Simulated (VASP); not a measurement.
Here is a VASP 6.6.1 calculation.

INCAR

```
SYSTEM = HgTe
  PREC = Accurate
  ENCUT = 520
  EDIFF = 1E-6
  ISMEAR = -1
  SIGMA = 0.03
  LREAL = .FALSE.
  LASPH = .TRUE.
  NELM = 100
  ALGO = Normal
  ISIF = 2
  LWAVE = .FALSE.
  LCHARG = .TRUE.
  GGA = PE
  LELF = .TRUE.
  LVHAR = .TRUE.
  NBANDS = 16
```

KPOINTS

```
Automatic mesh
0
G
  11 11 11
  0 0 0
```

POSCAR

```
HgTe
1.0
    0.0000000000      3.1912650000      3.2235000000
    3.1912650000      0.0000000000      3.2235000000
    3.1912650000      3.1912650000      0.0000000000
Hg Te
1 1
Direct
    0.0000000000      0.0000000000      0.0000000000
    0.7500000000      0.7500000000      0.7500000000
```

Potentials or basis: VASP PAW PBE potentials, release 64 (Hg, Te).

Launch:

```bash
$ cat potpaw_PBE.64/Hg/POTCAR potpaw_PBE.64/Te/POTCAR > POTCAR
$ mpirun -np 1 vasp_std > vasp.out
```

(1) Estimate the pressure.

(2) Predict the band gap on the k mesh.

## Answers

(1) 5.3 GPa.

(2) zero (filled and empty bands touch).

Caveat: the cell differs from its parent crystal (equal xx and yy strain of -1 %); spin-orbit coupling is left out, which moves the levels of the heavy elements.
